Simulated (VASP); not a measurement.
## BN: vibrations by perturbation theory with PBE

Crystal: BN.

```
B N
1.0
     0.00000    1.81072    1.81072
     1.81072    0.00000    1.81072
     1.81072    1.81072    0.00000
B N
1 1
Direct
  0.00000 0.00000 0.00000
  0.75000 0.75000 0.75000
```

```
Program                : VASP 6.6.1
Task                   : vibrations by perturbation theory
Functional             : PBE
Potentials or basis    : VASP PAW PBE potentials, release 64 (B, N)
Cutoff                 : 520 eV
k mesh                 : 12 × 12 × 12
Occupations            : gaussian, width 0.01 eV
Spin                   : no spin polarisation
Dipole correction      : no
Further INCAR settings : ALGO = Normal; EDIFF = 1e-08; NBANDS = 11; IBRION = 8; NSW = 1
```

```yaml
Electronic_dielectric_tensor_diagonal: 4.61
Born_charges_mean_of_the_diagonal: B +1.91; N -1.91 e
Highest_phonon_frequency_at_Γ_LO-TO_splitting_left_out: 1033 cm⁻¹
```

Phonon frequencies in cm⁻¹ (negative: imaginary):
```tsv
q point	frequencies
(0.000, 0.000, 0.000)	0 0 0 1033 1033 1033
```

Electronic dielectric tensor:
```
4.61 0.00 0.00
0.00 4.61 0.00
0.00 0.00 4.61
```

Born effective charge tensors (e):
atom 1, B
```
1.91 0.00 0.00
0.00 1.91 0.00
0.00 0.00 1.91
```
atom 2, N
```
-1.91  0.00  0.00
 0.00 -1.91  0.00
 0.00  0.00 -1.91
```

It took 3.9 min on 1 thread of AMD EPYC 7R43 64-Core Processor (Zen 3), with other jobs on the host, peak memory 0.16 GiB.

Caveat: the cell wasn't relaxed at this level first, which shifts response properties.
